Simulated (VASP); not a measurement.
Input of a VASP 6.6.1 run:

The input INCAR:

```
SYSTEM = TiAl3
PREC = Accurate
ENCUT = 520
EDIFF = 1E-6
ISMEAR = 0
SIGMA = 0.1
LREAL = .FALSE.
LASPH = .TRUE.
NELM = 60
ALGO = Normal
ISIF = 2
LWAVE = .FALSE.
LCHARG = .FALSE.
GGA = CA
NBANDS = 18
```

Contents of KPOINTS:

```
Automatic mesh
0
G
  4 4 4
  0 0 0
```

Contents of POSCAR:

```
TiAl3
1.0
    3.9556712500      0.0000000000      0.0000000000
    0.0000000000      3.9556712500      0.0000000000
    0.0000000000      0.0000000000      3.9556712500
Ti Al
1 3
Direct
    0.0000000000      0.0000000000      0.0000000000
    0.5000000000      0.5000000000      0.0000000000
    0.5000000000      0.0000000000      0.5000000000
    0.0000000000      0.5000000000      0.5000000000
```

Potentials or basis: VASP PAW LDA potentials, release 64 (Ti_sv, Al).

The run is started by

```console
$ cat potpaw_LDA.64/Ti_sv/POTCAR potpaw_LDA.64/Al/POTCAR > POTCAR
$ mpirun -np 1 vasp_std > vasp.out
```

Q: Predict the pressure.

A: -3.5 GPa.

Caveat: the k points lie up to 0.40 Å⁻¹ apart.
